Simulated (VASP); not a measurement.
# AgCl in VASP: single point with PBEsol

Aim: the single point of AgCl with PBEsol.

All numbers are computed with VASP 6.6.1; they aren't measurements. Logs are shortened: lines on timing, memory, paths and dates and some standing lists are left out, and cuts for length are marked.

## 1. The cell of the first run

The cell holds a slab with vacuum, 12 atoms: a = 3.852 Å, b = 3.852 Å, c = 26.619 Å, α = 90.00°, β = 90.00°, γ = 90.00°.

## 2. Single point, PBEsol

INCAR

```
SYSTEM = AgCl
ALGO = Normal
EDIFF = 1E-7
ENCUT = 520
GGA = PS
ISIF = 2
ISMEAR = -1
LASPH = .TRUE.
LCHARG = .TRUE.
LELF = .TRUE.
LREAL = .FALSE.
LVHAR = .TRUE.
LWAVE = .FALSE.
NBANDS = 66
NELM = 100
PREC = Accurate
SIGMA = 0.05
```

KPOINTS

```
k-points
0
G
  6 6 1
  0 0 0
```

POSCAR

```
AgCl
1.0
    2.7238740000      2.7238740000      0.0000000000
   -2.7238740000      2.7238740000      0.0000000000
    0.0000000000      0.0000000000     26.6193720000
Cl Ag
6 6
Direct
    0.4987020000      0.4979890000      0.2414710000
    0.4991310000      0.4996140000      0.4481390000
    0.5031410000      0.4993760000      0.6521400000
    0.9992560000      0.9993940000      0.3485640000
    0.0031280000      0.0002840000      0.5525610000
    0.0035590000      0.9900920000      0.7592270000
    0.9985840000      0.9977830000      0.2484850000
    0.9988320000      0.9995750000      0.4508220000
    0.0031630000      0.9995920000      0.6564680000
    0.4992380000      0.4994060000      0.3442490000
    0.5034160000      0.5003990000      0.5498700000
    0.5036780000      0.4884750000      0.7521950000
```

Potentials or basis: VASP PAW PBE potentials, release 64 (Cl, Ag).

Run with:

```sh
$ cat potpaw_PBE.64/Cl/POTCAR potpaw_PBE.64/Ag/POTCAR > POTCAR
$ mpirun -np 1 vasp_std > vasp.out
```

OUTCAR:

```text
SYSTEM = AgCl
   EDIFF = 1E-7
   ENCUT = 520
   GGA = PS
   ISIF = 2
   ISMEAR = -1
   LASPH = .TRUE.
   LREAL = .FALSE.
   NELM = 100
   PREC = Accurate

 ion  position               nearest neighbor table
   1  0.499  0.498  0.241-   7 2.73   7 2.73   7 2.73   7 2.73  10 2.74
   2  0.499  0.500  0.448-  11 2.71   8 2.72   8 2.72   8 2.73   8 2.73  10 2.77
   3  0.503  0.499  0.652-  12 2.66  11 2.72   9 2.73   9 2.73   9 2.73   9 2.73
   4  0.999  0.999  0.349-   7 2.66   8 2.72  10 2.73  10 2.73  10 2.73  10 2.73
   5  0.003  0.000  0.553-   8 2.71  11 2.72  11 2.72  11 2.73  11 2.73   9 2.77
   6  0.004  0.990  0.759-  12 2.73  12 2.73  12 2.73  12 2.74   9 2.74
   7  0.999  0.998  0.248-   4 2.66   1 2.73   1 2.73   1 2.73   1 2.73
   8  0.999  1.000  0.451-   5 2.71   4 2.72   2 2.72   2 2.72   2 2.73   2 2.73
   9  0.003  1.000  0.656-   3 2.73   3 2.73   3 2.73   3 2.73   6 2.74   5 2.77
  10  0.499  0.499  0.344-   4 2.73   4 2.73   4 2.73   4 2.73   1 2.74   2 2.77
  11  0.503  0.500  0.550-   2 2.71   3 2.72   5 2.72   5 2.72   5 2.73   5 2.73
  12  0.504  0.488  0.752-   3 2.66   6 2.73   6 2.73   6 2.73   6 2.74

  LATTYP: Found a simple tetragonal cell.
 ALAT       =     3.8521395530
 C/A-ratio  =     6.9102823597

  Lattice vectors:

 A1 = (   2.7238740000,   2.7238740000,   0.0000000000)
 A2 = (  -2.7238740000,   2.7238740000,   0.0000000000)
 A3 = (   0.0000000000,   0.0000000000,  26.6193720000)

Analysis of symmetry for initial positions (statically):
=====================================================================
 Subroutine PRICEL returns:
 Original cell was already a primitive cell.

 Routine SETGRP: Setting up the symmetry group for a
 simple tetragonal supercell.

 Subroutine GETGRP returns: Found  1 space group operations
 (whereof  1 operations were pure point group operations)
 out of a pool of 16 trial point group operations.

The static configuration has the point symmetry C_1 .

Analysis of symmetry for dynamics (positions and initial velocities):
=====================================================================
 Subroutine PRICEL returns:
 Original cell was already a primitive cell.

 Routine SETGRP: Setting up the symmetry group for a
 simple tetragonal supercell.

 Subroutine GETGRP returns: Found  1 space group operations
 (whereof  1 operations were pure point group operations)
 out of a pool of 16 trial point group operations.

The dynamic configuration has the point symmetry C_1 .

 Subroutine INISYM returns: Found  1 space group operations
 (whereof  1 operations are pure point group operations),
 and found     1 'primitive' translations

----------------------------------------------------------------------------------------

                                     Primitive cell

  volume of cell :     395.0043

  direct lattice vectors                    reciprocal lattice vectors
     2.723874000  2.723874000  0.000000000     0.183562088  0.183562088  0.000000000
    -2.723874000  2.723874000  0.000000000    -0.183562088  0.183562088  0.000000000
     0.000000000  0.000000000 26.619372000     0.000000000  0.000000000  0.037566626

  length of vectors
     3.852139553  3.852139553 26.619372000     0.259595995  0.259595995  0.037566626

  position of ions in fractional coordinates (direct lattice)
     0.498702000  0.497989000  0.241471000
     0.499131000  0.499614000  0.448139000
     0.503141000  0.499376000  0.652140000
     0.999256000  0.999394000  0.348564000
     0.003128000  0.000284000  0.552561000
     0.003559000  0.990092000  0.759227000
     0.998584000  0.997783000  0.248485000
     0.998832000  0.999575000  0.450822000
     0.003163000  0.999592000  0.656468000
     0.499238000  0.499406000  0.344249000
     0.503416000  0.500399000  0.549870000
     0.503678000  0.488475000  0.752195000

  ion indices of the primitive-cell ions
   primitive index   ion index
                 1           1
                 2           2
                 3           3
                 4           4
                 5           5
                 6           6
                 7           7
                 8           8
                 9           9
                10          10
                11          11
                12          12

----------------------------------------------------------------------------------------

 KPOINTS: k-points

Automatic generation of k-mesh.
 Grid dimensions read from file:
 generate k-points for:    6    6    1

 Generating k-lattice:

  Cartesian coordinates                     Fractional coordinates (reciprocal lattice)
     0.030593681  0.030593681  0.000000000     0.166666667  0.000000000  0.000000000
    -0.030593681  0.030593681  0.000000000     0.000000000  0.166666667  0.000000000
     0.000000000  0.000000000  0.037566626     0.000000000  0.000000000  1.000000000

  Length of vectors
     0.043265999  0.043265999  0.037566626

  Shift w.r.t. Gamma in fractional coordinates (k-lattice)
     0.000000000  0.000000000  0.000000000

 Subroutine IBZKPT returns following result:
 ===========================================

 Found     20 irreducible k-points:

 Following reciprocal coordinates:
            Coordinates               Weight
  0.000000  0.000000  0.000000      1.000000
  0.166667  0.000000  0.000000      2.000000
  0.000000  0.166667  0.000000      2.000000
  0.333333  0.000000  0.000000      2.000000
  0.000000  0.333333  0.000000      2.000000
  0.500000  0.000000  0.000000      1.000000
[... 12 lines left out ...]
 -0.333333  0.500000  0.000000      2.000000
  0.500000  0.500000  0.000000      1.000000
   k-points           NKPTS =     20   k-points in BZ     NKDIM =     20   number of bands    NBANDS=     66
   number of dos      NEDOS =    301   number of ions     NIONS =     12
   total plane-waves  NPLWV = 180000
   dimension x,y,z NGX =    30 NGY =   30 NGZ =  200
   dimension x,y,z NGXF=    60 NGYF=   60 NGZF=  400
   ions per type =               6   6
   NGX,Y,Z   is equivalent  to a cutoff of  12.95, 12.95, 12.49 a.u.
   NGXF,Y,Z  is equivalent  to a cutoff of  25.89, 25.89, 24.98 a.u.
 SYSTEM =  AgCl
   PREC   = accura    normal or accurate (medium, high low for compatibility)
   ISTART =      0    job   : 0-new  1-cont  2-samecut
   ICHARG =      2    charge: 1-file 2-atom 10-const
   ISPIN  =      1    spin polarized calculation?
   LNONCOLLINEAR =      F non collinear calculations
   LSORBIT =      F    spin-orbit coupling
   LASPH  =      T    aspherical Exc in radial PAW
   ENCUT  =  520.0 eV  38.22 Ry    6.18 a.u.   7.16  7.16 49.49*2*pi/ulx,y,z
   NELM   =    100;   NELMIN=  2; NELMDL= -5     # of ELM steps
   EDIFF  = 0.1E-06   stopping-criterion for ELM
   LREAL  =      F    real-space projection
   EDIFFG = 0.1E-05   stopping-criterion for IOM
   NSW    =      0    number of steps for IOM
   IBRION =     -1    ionic relax: 0-MD 1-quasi-New 2-CG
   NFREE  =      0    steps in history (QN), initial steepest desc. (CG)
   ISIF   =      2    stress and relaxation
   ISYM   =      2    0-nonsym 1-usesym 2-fastsym
   POTIM  = 0.5000    time-step for ionic-motion
   TEBEG  =    0.0;   TEEND  =   0.0 temperature during run
   PSTRESS=    0.0 pullay stress
   NELECT =     108.0000    total number of electrons
   NUPDOWN=      -1.0000    fix difference up-down
   EMIN   =  10.00;   EMAX   =-10.00  energy-range for DOS
   EFERMI =   0.00;   METHOD = LEGACY
   ISMEAR =    -1;   SIGMA  =   0.05  broadening in eV -4-tet -1-fermi 0-gaus
   EFERMI_NEDOS =   21; number of points for ismear=-14 and -15
   IALGO  =     38    algorithm
   IMIX   =      4    mixing-type and parameters
     AMIX     =   0.40;   BMIX     =  1.00
     AMIX_MAG =   1.60;   BMIX_MAG =  1.00
  volume/ion in A,a.u.               =      32.92       222.14
  Fermi-wavevector in a.u.,A,eV,Ry     =   1.062549  2.007926 15.361107  1.129010
  Thomas-Fermi vector in A             =   2.198003
   LORBIT       =      0    0 simple, 1 ext, 2 COOP (PROOUT), +10 PAW based schemes
   GGA     = PS    functional components
   LHFCALC =     F    Hartree Fock is set to
   AEXX    =    0.0000 exact exchange contribution
   IVDW    =     0    specifies the selected vdW correction
   LEPSILON=     F    determine dielectric tensor
   LRPA    =     F    only Hartree local field effects (RPA)
 non-spin polarized calculation
  energy-cutoff  :      520.00
  volume of cell :      395.00
 maximum number of plane-waves:     10708
 NGX is ok and might be reduce to    30
   NGX = 15   NGY = 15   NGZ = 99

 number of electron     108.0000005 magnetization

 Free energy of the ion-electron system (eV)
  ---------------------------------------------------
  ext. energy  EPLUGINS =         0.00000000
  ---------------------------------------------------
  free energy    TOTEN  =       -35.99874292 eV

  energy without entropy =      -35.99871657  energy(sigma->0) =      -35.99872975

 E-fermi :   1.1096     XC(G=0):  -6.8562

 val. band max:        0.6451574829   @ k =   0.5000   0.0000   0.0000
 cond. band min:       1.4910008156   @ k =   0.0000   0.0000   0.0000
 fundamental gap:      0.8458433328
 Fermi energy:         1.1096276965

 k-point     1 :       0.0000    0.0000    0.0000
  band No.  band energies     occupation
      1     -14.8225      2.00000
      2     -14.7400      2.00000
      3     -14.5340      2.00000
      4     -14.3899      2.00000
      5     -14.3318      2.00000
      6     -14.3032      2.00000
[... 58 lines left out ...]
     65       8.1024      0.00000
     66       8.2820      0.00000

 k-point     2 :       0.1667    0.0000    0.0000
  band No.  band energies     occupation
      1     -14.7431      2.00000
      2     -14.6699      2.00000
      3     -14.4791      2.00000
      4     -14.3435      2.00000
      5     -14.2909      2.00000
      6     -14.2748      2.00000
[... 1300 lines left out ...]
     65       8.3276      0.00000
     66       8.3401      0.00000

------------------------ aborting loop because EDIFF is reached ----------------------------------------

  FORCE on cell =-STRESS in cart. coord.  units (eV):
  Direction    XX          YY          ZZ          XY          YZ          ZX
  --------------------------------------------------------------------------------------
  -------------------------------------------------------------------------------------
  Total       -2.3197523     -2.3196254     -0.1645014      0.0000707     -0.0007494     -0.0047586
  in kB       -9.4091495     -9.4086346     -0.6672342      0.0002869     -0.0030398     -0.0193015
  external PRESSURE =      -6.4950061 kB  Pullay stress =       0.0000000 kB

 VOLUME and BASIS-vectors are now :
 -----------------------------------------------------------------------------
  energy-cutoff  :      520.00
  volume of cell :      395.00
      direct lattice vectors                 reciprocal lattice vectors
     2.723874000  2.723874000  0.000000000     0.183562088  0.183562088  0.000000000
    -2.723874000  2.723874000  0.000000000    -0.183562088  0.183562088  0.000000000
     0.000000000  0.000000000 26.619372000     0.000000000  0.000000000  0.037566626

 POSITION                                       TOTAL-FORCE (eV/Angst)
 -----------------------------------------------------------------------------------
      0.00194      2.71486      6.42781        -0.000163      0.000210      0.001915
     -0.00132      2.72046     11.92918         0.000650      0.000425     -0.002403
      0.01026      2.73073     17.35956         0.000048     -0.000163     -0.010438
     -0.00038      5.44407      9.27855        -0.000058     -0.000134      0.009222
      0.00775      0.00929     14.70883         0.000050     -0.001073      0.002794
     -2.68719      2.70658     20.21015         0.000491     -0.000318     -0.001511
      0.00218      5.43785      6.61451         0.000107      0.000096     -0.002238
     -0.00202      5.44341     12.00060         0.000535      0.000825     -0.001726
     -2.71415      2.73138     17.47477         0.000118      0.000066      0.001607
     -0.00046      2.72018      9.16369        -0.000095      0.000086     -0.002170
      0.00822      2.73427     14.63719        -0.000514     -0.000700      0.002467
      0.04141      2.70250     20.02296        -0.001169      0.000680      0.002482
 -----------------------------------------------------------------------------------
    total drift:                               -0.000096     -0.000114     -0.000266

  FREE ENERGIE OF THE ION-ELECTRON SYSTEM (eV)
  ---------------------------------------------------
  free  energy   TOTEN  =       -35.9987429185 eV

  energy  without entropy=      -35.9987165723  energy(sigma->0) =      -35.99872975
```

It took 18 min on 1 thread of Intel Xeon 8259CL, shared host; peak memory 0.61 GiB.

What came out:

| Property | Result |
| --- | --- |
| Free energy | -35.9987 eV |
| Largest force | 0.010 eV/Å |
| Band gap on the k mesh | 0.85 eV (least direct gap 2.18 eV) |

Forces on the atoms (eV/Å):
```
Cl   0.000  0.000  0.002
Cl   0.001  0.000 -0.002
Cl   0.000  0.000 -0.010
Cl   0.000  0.000  0.009
Cl   0.000 -0.001  0.003
Cl   0.000  0.000 -0.002
Ag   0.000  0.000 -0.002
Ag   0.001  0.001 -0.002
Ag   0.000  0.000  0.002
Ag   0.000  0.000 -0.002
Ag  -0.001 -0.001  0.002
Ag  -0.001  0.001  0.002
```

Caveat: there is no dipole correction, which matters where the two faces differ; the PAW data sets were made with another functional, which shifts forces and pressure a little.
